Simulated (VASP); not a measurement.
Write the native input for VASP 6.6.1 that does the following.

* Task: single point
* Functional: PBEsol
* Potentials or basis: VASP PAW PBE potentials, release 64 (Si, O)
* Cutoff: 520 eV
* k mesh: 2 × 2 × 2
* Occupations: gaussian, width 0.05 eV
* Spin: no spin polarisation
* Dipole correction: no
* Further INCAR settings: LREAL = Auto; ALGO = Normal; EDIFF = 1e-06; NBANDS = 79

The structure of Si7O16 (a cell with a defect) lies in POSCAR:

```
Si7O16
1.0
   -4.1520000000     -4.1520000000      0.0000000000
    4.1520000000     -4.1520000000      0.0000000000
    0.0000000000      0.0000000000      5.3180000000
Si O
7 16
Direct
    0.5000000000      0.5000000000     -0.0008813464
    0.0000000000      0.5000000000      0.2500000000
    0.5000000000      0.5000000000      0.5008813464
    0.0000000000      0.5000000000      0.7500000000
    0.0000000000      0.0000000000      0.0024936066
    0.5000000000      0.0000000000      0.7500000000
    0.0000000000      0.0000000000      0.4975063934
    0.1938894509      0.5000000000     -0.0017997367
    0.0000000000      0.1965515414      0.2500000000
    0.8061105491      0.5000000000     -0.0017997367
    0.0000000000      0.8034484586      0.2500000000
    0.1938894509      0.5000000000      0.5017997367
    0.0000000000      0.1986589595      0.7500000000
    0.8061105491      0.5000000000      0.5017997367
    0.0000000000      0.8013410405      0.7500000000
    0.7063357418      0.0000000000     -0.0162389996
    0.5000000000      0.6849373796      0.2500000000
    0.2936642582      0.0000000000     -0.0162389996
    0.5000000000      0.3150626204      0.2500000000
    0.7063357418      0.0000000000      0.5162389996
    0.5000000000      0.6942194123      0.7500000000
    0.2936642582      0.0000000000      0.5162389996
    0.5000000000      0.3057805877      0.7500000000
```

One way to write it, as run:

INCAR

```
PREC = Accurate
ENCUT = 520
EDIFF = 1E-6
ISMEAR = 0
SIGMA = 0.05
LREAL = Auto
LASPH = True
NELM = 60
ALGO = Normal
ISIF = 2
LWAVE = False
LCHARG = False
GGA = PS
NBANDS = 79
```

KPOINTS

```
Automatic mesh
0
Gamma
  2 2 2
```

Potentials or basis: VASP PAW PBE potentials, release 64 (Si, O).

Launch:

```sh
$ cat potpaw_PBE.64/Si/POTCAR potpaw_PBE.64/O/POTCAR > POTCAR
$ mpirun -np 1 vasp_std > vasp.out
```

Results of the run:

The pressure is 10.4 GPa. The largest force is 0.087 eV/Å and the band gap on the k mesh is zero (bands 62 and 63 overlap by 0.29 eV).

Caveat: the k points lie up to 0.59 Å⁻¹ apart; the PAW data sets were made with another functional, which shifts forces and pressure a little.

It took 5.9 min on 1 thread of Intel Xeon 8259CL, on a shared host, peak memory 0.31 GiB.
